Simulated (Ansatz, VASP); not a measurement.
## Ir in VASP and in Ansatz

```xyz
1
Lattice="0.0000 1.8621 1.9197 1.8621 0.0000 1.9197 1.8621 1.8621 0.0000" Properties=species:S:1:pos:R:3 pbc="T T T"
Ir    0.0000    0.0000    0.0000
```

Change from the starting cell: equal xx and yy strain of -3 %.

Alike in both runs: task single point; functional PBE; k mesh 15 × 15 × 15; occupations fermi-dirac, width 0.05 eV; no spin polarisation.

|  | VASP | Ansatz |
| --- | --- | --- |
| version | VASP 6.6.1 | Ansatz 0.2.0 |
| potentials or method | VASP PAW PBE potentials, release 64 (Ir), cutoff 520 eV | all-electron LAPW, scalar-relativistic |

Ansatz gave:

| Quantity | Value |
| --- | --- |
| pressure (GPa) | 36.8 |
| traceless stress, the component that is largest in VASP (GPa) | -9.62 |

What did VASP give for the same quantities?

Pressure (GPa): 38.0; traceless stress, the component that is largest in VASP (GPa): -9.59.

Both programs put the cell under a high pressure, so it lies far from rest at this level. Ansatz ran all-electron here, and VASP with PAW potentials.

Spin-orbit coupling is off throughout.
